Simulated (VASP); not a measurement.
Here is a VASP 6.6.1 calculation.

File INCAR:

```
ALGO = Fast
EDIFF = 1E-6
EDIFFG = -0.005
ENCUT = 600
IBRION = 2
ISIF = 3
ISMEAR = 0
LASPH = True
LCHARG = False
LREAL = False
LWAVE = False
NELM = 80
NSW = 70
PREC = Accurate
SIGMA = 0.1
```

KPOINTS

```
k-points
0
Gamma
  18 18 18
```

POSCAR

```
Al
1.0
    0.0000000000      1.9913663546      1.9913663546
    1.9913663546      0.0000000000      1.9913663546
    1.9913663546      1.9913663546      0.0000000000
Al
1
Direct
    0.0000000000      0.0000000000      0.0000000000
```

Potentials or basis: VASP PAW LDA potentials, release 64 (Al).

Command:

```console
$ cat potpaw_LDA.64/Al/POTCAR > POTCAR
$ mpirun -np 1 vasp_std > vasp.out
```

Predict the relaxed volume.

15.82 Å³/atom.

Estimate the relaxed cell.

a = 2.818 Å, b = 2.818 Å, c = 2.818 Å, α = 60.00°, β = 60.00°, γ = 60.00°.

Estimate the space group after relaxing (to 0.05 Å).

Fm-3m (No. 225).

Final structure:
```cif
data_structure
_symmetry_space_group_name_H-M 'P 1'
_symmetry_Int_Tables_number 1
_cell_length_a 2.8179
_cell_length_b 2.8179
_cell_length_c 2.8179
_cell_angle_alpha 60.000
_cell_angle_beta 60.000
_cell_angle_gamma 60.000
_cell_volume 15.82
loop_
_atom_site_label
_atom_site_type_symbol
_atom_site_fract_x
_atom_site_fract_y
_atom_site_fract_z
_atom_site_occupancy
Al1 Al 0.00000 0.00000 0.00000 1
```
